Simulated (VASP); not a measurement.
# CsI (Pm-3m) in VASP: a series of runs, part 3 of 3

VASP 6.6.1. Earlier steps stand in the parts before.

### Step 4. Single point, r2SCAN

This run uses another cell than the first one, of 48.09 Å³/atom, 1.063 times its volume.

Input file POSCAR:

```
CsI
1.0
    4.5818718723      0.0000000000      0.0000000000
    0.0000000000      4.5818718723      0.0000000000
    0.0000000000      0.0000000000      4.5818718723
Cs I
1 1
Direct
    0.0000000000      0.0000000000      0.0000000000
    0.5000000000      0.5000000000      0.5000000000
```

Input file INCAR.step1:

```
  PREC = Accurate
  ENCUT = 550
  ISMEAR = 0
  SIGMA = 0.01
  LREAL = F
  LASPH = T
  NELM = 120
  NBANDS = 15
  GGA = PE
  ALGO = Normal
  EDIFF = 1E-5
  LWAVE = T
  LCHARG = F
  GGA_COMPAT = F
```

Input file INCAR.step2:

```
  PREC = Accurate
  ENCUT = 550
  EDIFF = 1E-6
  ISMEAR = 0
  SIGMA = 0.01
  LREAL = F
  LASPH = T
  NELM = 120
  ALGO = Normal
  ISIF = 2
  LWAVE = F
  LCHARG = F
  METAGGA = R2SCAN
  LMIXTAU = T
  NBANDS = 15
  ISTART = 1
  GGA_COMPAT = F
```

Input file KPOINTS:

```
Automatic mesh
0
Gamma
  4 4 4
```

Potentials or basis: VASP PAW PBE potentials, release 64 (Cs_sv, I).

Started as:

```bash
> cat potpaw_PBE.64/Cs_sv/POTCAR potpaw_PBE.64/I/POTCAR > POTCAR
> cp INCAR.step1 INCAR
> mpirun -np 1 vasp_std > vasp.out
> cp INCAR.step2 INCAR
> mpirun -np 1 vasp_std > vasp.out
```

OUTCAR:

```text
PREC = Accurate
   ENCUT = 550
   EDIFF = 1E-6
   ISMEAR = 0
   LREAL = F
   LASPH = T
   NELM = 120
   ISIF = 2
   METAGGA = R2SCAN
   ISTART = 1

 ion  position               nearest neighbor table
   1  0.000  0.000  0.000-
   2  0.500  0.500  0.500-

  LATTYP: Found a simple cubic cell.
 ALAT       =     4.5818718723

  Lattice vectors:

 A1 = (   4.5818718723,   0.0000000000,   0.0000000000)
 A2 = (   0.0000000000,   4.5818718723,   0.0000000000)
 A3 = (   0.0000000000,   0.0000000000,   4.5818718723)

Analysis of symmetry for initial positions (statically):
=====================================================================
 Subroutine PRICEL returns:
 Original cell was already a primitive cell.

 Routine SETGRP: Setting up the symmetry group for a
 simple cubic supercell.

 Subroutine GETGRP returns: Found 48 space group operations
 (whereof 48 operations were pure point group operations)
 out of a pool of 48 trial point group operations.

[... 157 lines left out ...]
      1     -20.5231      2.00000
      2     -10.4954      2.00000
      3      -6.8518      2.00000
      4      -6.8518      2.00000
      5      -6.8518      2.00000
      6       0.3647      2.00000
      7       0.3647      2.00000
      8       0.3647      2.00000
      9       5.0147      0.00000
     10       5.0789      0.00000
     11       5.0789      0.00000
     12       8.8328      0.00000
     13       8.8328      0.00000
     14       8.8328      0.00000
[... 149 lines left out ...]
      2     -10.2089      2.00000
      3      -7.0966      2.00000
      4      -7.0966      2.00000
      5      -7.0966      2.00000
      6      -0.8406      2.00000
      7      -0.8406      2.00000
      8      -0.8406      2.00000
      9       8.1671      0.00000
     10       8.1671      0.00000
     11       8.1671      0.00000
     12       8.9354      0.00000
     13       8.9354      0.00000
     14       8.9354      0.00000
     15      10.7945      0.00000

------------------------ aborting loop because EDIFF is reached ----------------------------------------

  FORCE on cell =-STRESS in cart. coord.  units (eV):
  Direction    XX          YY          ZZ          XY          YZ          ZX
  --------------------------------------------------------------------------------------
  -------------------------------------------------------------------------------------
  Total        0.1733413      0.1733413      0.1733413      0.0000000      0.0000000     -0.0000000
  in kB        2.8872457      2.8872457      2.8872457      0.0000000      0.0000000     -0.0000000
  external PRESSURE =       2.8872457 kB  Pullay stress =       0.0000000 kB

 VOLUME and BASIS-vectors are now :
 -----------------------------------------------------------------------------
  energy-cutoff  :      550.00
  volume of cell :       96.19
      direct lattice vectors                 reciprocal lattice vectors
     4.581871872  0.000000000  0.000000000     0.218251411  0.000000000  0.000000000
     0.000000000  4.581871872  0.000000000     0.000000000  0.218251411  0.000000000
     0.000000000  0.000000000  4.581871872     0.000000000  0.000000000  0.218251411

 POSITION                                       TOTAL-FORCE (eV/Angst)
 -----------------------------------------------------------------------------------
      0.00000      0.00000      0.00000         0.000000      0.000000      0.000000
      2.29094      2.29094      2.29094         0.000000      0.000000      0.000000
 -----------------------------------------------------------------------------------
    total drift:                               -0.000000      0.000000      0.000000

  FREE ENERGIE OF THE ION-ELECTRON SYSTEM (eV)
  ---------------------------------------------------
  free  energy   TOTEN  =       -53.1219598218 eV

  energy  without entropy=      -53.1219598218  energy(sigma->0) =      -53.12195982
```

Wall time 70 s (1 thread of Intel Xeon Platinum 8488C (Sapphire Rapids), shared host); peak memory 0.22 GiB.

What came out:

```yaml
Free_energy: -53.1220 eV
Pressure: 0.3 GPa
Band_gap_on_the_k_mesh: 4.56 eV, indirect (least direct gap 4.65 eV)
```

Caveat: the PAW data sets were made with another functional, which shifts forces and pressure a little; spin-orbit coupling is left out, which moves the levels of the heavy elements.

### Step 5. Single point, r2SCAN

This run uses another cell than the first one, of 49.52 Å³/atom, 1.095 times its volume.

Input file POSCAR:

```
CsI
1.0
    4.6267950494      0.0000000000      0.0000000000
    0.0000000000      4.6267950494      0.0000000000
    0.0000000000      0.0000000000      4.6267950494
Cs I
1 1
Direct
    0.0000000000      0.0000000000      0.0000000000
    0.5000000000      0.5000000000      0.5000000000
```

Input file INCAR.step1:

```
ALGO = Normal
EDIFF = 1E-5
ENCUT = 550
GGA = PE
GGA_COMPAT = F
ISMEAR = 0
LASPH = T
LCHARG = F
LREAL = F
LWAVE = T
NBANDS = 15
NELM = 120
PREC = Accurate
SIGMA = 0.01
```

Input file INCAR.step2:

```
ALGO = Normal
EDIFF = 1E-6
ENCUT = 550
GGA_COMPAT = F
ISIF = 2
ISMEAR = 0
ISTART = 1
LASPH = T
LCHARG = F
LMIXTAU = T
LREAL = F
LWAVE = F
METAGGA = R2SCAN
NBANDS = 15
NELM = 120
PREC = Accurate
SIGMA = 0.01
```

Input file KPOINTS:

```
k-points
0
Gamma
  4 4 4
```

Started as:

```bash
> cat potpaw_PBE.64/Cs_sv/POTCAR potpaw_PBE.64/I/POTCAR > POTCAR
> cp INCAR.step1 INCAR
> mpirun -np 1 vasp_std > vasp.out
> cp INCAR.step2 INCAR
> mpirun -np 1 vasp_std > vasp.out
```

It took 80 s on 1 thread of Intel Xeon Platinum 8488C (Sapphire Rapids), shared host; peak memory 0.22 GiB.

Results (log left out):

- Free energy: -53.1240 eV
- Pressure: -0.1 GPa
- Band gap on the k mesh: 4.45 eV, indirect (least direct gap 4.55 eV)

Levels at points of the mesh, in eV from the valence-band top:
```csv
k point,band 5,band 6,band 7,band 8,band 9,band 10,band 11,band 12
"(0.00, 0.00, 0.00)",-7.35,-0.09,-0.09,-0.09,4.45,4.67,4.67,8.32
"(0.50, 0.00, 0.00)",-7.29,-1.46,-0.22,-0.22,5.67,6.97,7.17,7.37
"(0.50, 0.50, 0.00)",-7.26,-0.85,-0.85,0.00,4.76,5.49,6.66,6.66
"(0.50, 0.50, 0.50)",-7.57,-1.23,-1.23,-1.23,7.61,7.61,7.61,8.35
```

Caveat: the PAW data sets were made with another functional, which shifts forces and pressure a little; spin-orbit coupling is left out, which moves the levels of the heavy elements. A k mesh can miss the band edges.

### Step 6. Single point, r2SCAN

This run uses another cell than the first one, of 50.95 Å³/atom, 1.126 times its volume.

Input file POSCAR:

```
CsI
1.0
    4.6708624164      0.0000000000      0.0000000000
    0.0000000000      4.6708624164      0.0000000000
    0.0000000000      0.0000000000      4.6708624164
Cs I
1 1
Direct
    0.0000000000      0.0000000000      0.0000000000
    0.5000000000      0.5000000000      0.5000000000
```

Input file INCAR.step1:

```
SYSTEM = CsI
PREC     = Accurate       ! precision mode
ENCUT    = 550            ! plane-wave cutoff, eV
ISMEAR   = 0              ! smearing method
SIGMA    = 0.01           ! smearing width, eV
LREAL    = .False.        ! projectors in reciprocal space
LASPH    = .True.         ! aspherical terms in the spheres
NELM     = 120            ! most SCF steps
NBANDS   = 15             ! bands
GGA      = PE             ! functional
ALGO     = Normal         ! electronic algorithm
EDIFF    = 1E-5           ! SCF threshold, eV
LWAVE    = .True.         ! write WAVECAR
LCHARG   = .False.        ! write CHGCAR
GGA_COMPAT= .False.
```

Input file INCAR.step2:

```
SYSTEM = CsI
PREC     = Accurate       ! precision mode
ENCUT    = 550            ! plane-wave cutoff, eV
EDIFF    = 1E-6           ! SCF threshold, eV
ISMEAR   = 0              ! smearing method
SIGMA    = 0.01           ! smearing width, eV
LREAL    = .False.        ! projectors in reciprocal space
LASPH    = .True.         ! aspherical terms in the spheres
NELM     = 120            ! most SCF steps
ALGO     = Normal         ! electronic algorithm
ISIF     = 2              ! what is computed and relaxed
LWAVE    = .False.        ! write WAVECAR
LCHARG   = .False.        ! write CHGCAR
METAGGA  = R2SCAN         ! meta-GGA
LMIXTAU  = .True.       
NBANDS   = 15             ! bands
ISTART   = 1            
GGA_COMPAT= .False.
```

Input file KPOINTS:

```
Automatic mesh
0
Gamma
  4 4 4
  0 0 0
```

Potentials or basis: VASP PAW PBE potentials, release 64 (Cs_sv, I).

Started as:

```bash
> cat potpaw_PBE.64/Cs_sv/POTCAR potpaw_PBE.64/I/POTCAR > POTCAR
> cp INCAR.step1 INCAR
> mpirun -np 1 vasp_std > vasp.out
> cp INCAR.step2 INCAR
> mpirun -np 1 vasp_std > vasp.out
```

It took 67 s on 1 thread of Intel Xeon Platinum 8488C (Sapphire Rapids), shared host; peak memory 0.22 GiB.

Results (log left out):

- Free energy: -53.1199 eV
- Pressure: -0.4 GPa
- Band gap on the k mesh: 4.36 eV, indirect (least direct gap 4.45 eV)

Levels at points of the mesh, in eV from the valence-band top:
```
           k point  band 5  band 6  band 7  band 8  band 9  band 10  band 11  band 12
(0.00, 0.00, 0.00)   -7.39   -0.10   -0.10   -0.10    4.36     4.70     4.70     8.26
(0.50, 0.00, 0.00)   -7.34   -1.40   -0.20   -0.20    5.67     6.85     7.04     7.38
(0.50, 0.50, 0.00)   -7.31   -0.82   -0.82    0.00    4.76     5.48     6.65     6.65
(0.50, 0.50, 0.50)   -7.60   -1.16   -1.16   -1.16    7.52     7.52     7.52     8.22
```

Caveat: the PAW data sets were made with another functional, which shifts forces and pressure a little; spin-orbit coupling is left out, which moves the levels of the heavy elements.

### Step 7. Overview

```csv
cell,gap on the mesh (eV),pressure (GPa)
"a = 4.489 Å, 2 atoms",4.52,1.3
"a = 4.536 Å, 2 atoms",4.58,0.7
"a = 4.582 Å, 2 atoms",4.56,0.3
"a = 4.627 Å, 2 atoms",4.45,-0.1
"a = 4.671 Å, 2 atoms",4.36,-0.4
```

Alike in all rows: task single point; level r2SCAN; potentials or basis VASP PAW PBE potentials, release 64 (Cs_sv, I); no spin polarisation; k mesh 4 × 4 × 4; cutoff (eV) 550; smearing gaussian 0.01 eV.

Caveats: the PAW data sets were made with another functional, which shifts forces and pressure a little; spin-orbit coupling is left out, which moves the levels of the heavy elements.

Total energies depend on the potentials used, so only differences within one code and one set of settings carry meaning.
